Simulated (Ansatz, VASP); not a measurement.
**HfN in VASP and in Ansatz**

```
Hf N
1.0
     0.00000    2.25900    2.30418
     2.25900    0.00000    2.30418
     2.25900    2.25900    0.00000
Hf N
1 1
Direct
  0.00000 0.00000 0.00000
  0.50000 0.50000 0.50000
```

Change from the starting cell: zz strain of +2 %.

Alike in both runs: task single point; functional PBEsol; k mesh 10 × 10 × 10; occupations fermi-dirac, width 0.01 eV; no spin polarisation.

|  | VASP | Ansatz |
| --- | --- | --- |
| version | VASP 6.6.1 | Ansatz 0.2.0 |
| potentials or method | VASP PAW PBE potentials, release 64 (Hf_pv, N), cutoff 600 eV | all-electron LAPW, scalar-relativistic |

|  | VASP | Ansatz | Ansatz less VASP |
| --- | --- | --- | --- |
| pressure (GPa) | -10.2 | -7.9 | +2.26 |
| traceless stress, the component that is largest in VASP (GPa) | -4.73 | -4.75 | -0.022 |

VASP's potentials were made for PBE, not for PBEsol. Ansatz ran all-electron here, and VASP with PAW potentials.

Spin-orbit coupling is off throughout.
